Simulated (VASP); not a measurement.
Input of a VASP 6.6.1 run:

File INCAR:

```
  ALGO = Normal
  EDIFF = 1E-7
  ENCUT = 520
  GGA = PE
  ISIF = 2
  ISMEAR = -1
  LASPH = True
  LCHARG = False
  LREAL = False
  LWAVE = False
  NBANDS = 30
  NELM = 80
  PREC = Accurate
  SIGMA = 0.02
```

Contents of KPOINTS:

```
k-points
0
Gamma
  4 4 4
```

File POSCAR:

```
CsSnI3
1.0
    6.0542459837      0.0000000000      0.0000000000
    0.0000000000      6.0542459837      0.0000000000
    0.0000000000      0.0000000000      6.0542459837
Cs Sn I
1 1 3
Direct
    0.0000000000      0.0000000000      0.0000000000
    0.5000000000      0.5000000000      0.5000000000
    0.5000000000      0.5000000000      0.0000000000
    0.5000000000      0.0000000000      0.5000000000
    0.0000000000      0.5000000000      0.5000000000
```

Potentials or basis: VASP PAW PBE potentials, release 64 (Cs_sv, Sn_d, I).

The run is started by

```console
$ cat potpaw_PBE.64/Cs_sv/POTCAR potpaw_PBE.64/Sn_d/POTCAR potpaw_PBE.64/I/POTCAR > POTCAR
$ mpirun -np 1 vasp_std > vasp.out
```

Q: What does it give for the band gap on the k mesh?

A: Zero (filled and empty bands touch).

Q: What does it give for the pressure?

A: 2.4 GPa.

Caveat: the cell differs from its parent crystal (strain -3.0%); spin-orbit coupling is left out, which moves the levels of the heavy elements.
